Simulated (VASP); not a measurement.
Here is a VASP 6.6.1 calculation.

Contents of INCAR:

```
SYSTEM = YTe
  PREC = Accurate
  ENCUT = 500
  EDIFF = 1E-6
  ISMEAR = -1
  SIGMA = 0.05
  LREAL = .FALSE.
  LASPH = .TRUE.
  NELM = 120
  ALGO = Normal
  ISIF = 2
  LWAVE = .FALSE.
  LCHARG = .TRUE.
  GGA = CA
  LELF = .TRUE.
  LVHAR = .TRUE.
  NBANDS = 16
  GGA_COMPAT = .FALSE.
```

Contents of KPOINTS:

```
regular mesh
0
G
  6 6 6
  0 0 0
```

Contents of POSCAR:

```
YTe
1.0
    0.0000000000      3.0146314791      3.0146314791
    3.0146314791      0.0000000000      3.0146314791
    3.0146314791      3.0146314791      0.0000000000
Y Te
1 1
Direct
    0.5000000000      0.5000000000      0.5000000000
    0.0000000000      0.0000000000      0.0000000000
```

Potentials or basis: VASP PAW LDA potentials, release 64 (Y_sv, Te).

The run is started by

```console
$ cat potpaw_LDA.64/Y_sv/POTCAR potpaw_LDA.64/Te/POTCAR > POTCAR
$ mpirun -np 1 vasp_std > vasp.out
```

Q: Estimate the band gap on the k mesh.

A: Zero (an odd number of electrons rules out a gap without spin polarisation).

Q: Estimate the pressure.

A: 0.1 GPa.

Caveat: spin-orbit coupling is left out, which moves the levels of the heavy elements; an odd number of electrons without spin polarisation forces a metal; a magnetic or distorted state may lie lower.
